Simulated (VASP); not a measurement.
A run of VASP 6.6.1 is set up as follows.

INCAR

```
  PREC = Accurate
  ENCUT = 520
  EDIFF = 1E-6
  ISMEAR = 0
  SIGMA = 0.1
  LREAL = Auto
  LASPH = True
  NELM = 80
  ALGO = Normal
  ISIF = 2
  LWAVE = False
  LCHARG = True
  LDIPOL = True
  IDIPOL = 3
  DIPOL = 0.5 0.5 0.301
  GGA = PE
  LELF = True
  LVHAR = True
  LVACPOTAV = True
  NBANDS = 44
```

Contents of KPOINTS:

```
Automatic mesh
0
Gamma
  5 3 1
```

File POSCAR:

```
Al9H
1.0
    5.7086446660      0.0000000000      0.0000000000
   -1.4271611665      9.7033329366      0.0000000000
    0.0000000000      0.0000000000     22.7902708839
Al H
18 2
Direct
    0.2662242802      0.0648971207      0.1755134908
    0.7662242802      0.0648971207      0.1755134908
    0.3354843969      0.3419375876      0.2192156219
    0.8354843969      0.3419375876      0.2192156219
    0.1493364202      0.5973456810      0.2279560482
    0.6493364202      0.5973456810      0.2279560482
    0.4631884436      0.8527537744      0.2366964744
    0.9631884436      0.8527537744      0.2366964744
    0.0319869115      0.1277383811      0.2808269846
    0.5319869115      0.1277383811      0.2808269846
    0.0997952748      0.4042696946      0.3301089530
    0.5997952748      0.4042696946      0.3301089530
    0.4144272444      0.6597110304      0.3369829646
    0.9144272444      0.6597110304      0.3369829646
    0.2263180843      0.9111292163      0.3449343063
    0.7263180843      0.9111292163      0.3449343063
    0.2962616061      0.1814597108      0.3857027821
    0.7962616061      0.1814597108      0.3857027821
    0.6062804321      0.3915457330      0.4756534461
    0.6062804321      0.4578200255      0.4756534461
```

Potentials or basis: VASP PAW PBE potentials, release 64 (Al, H).

Launch:

```sh
$ cat potpaw_PBE.64/Al/POTCAR potpaw_PBE.64/H/POTCAR > POTCAR
$ mpirun -np 1 vasp_std > vasp.out
```

(1) Estimate the band gap on the k mesh.

(2) What does it give for the largest force?

Results:

(1) zero (bands 28 and 29 overlap by 0.73 eV).

(2) 4.982 eV/Å.
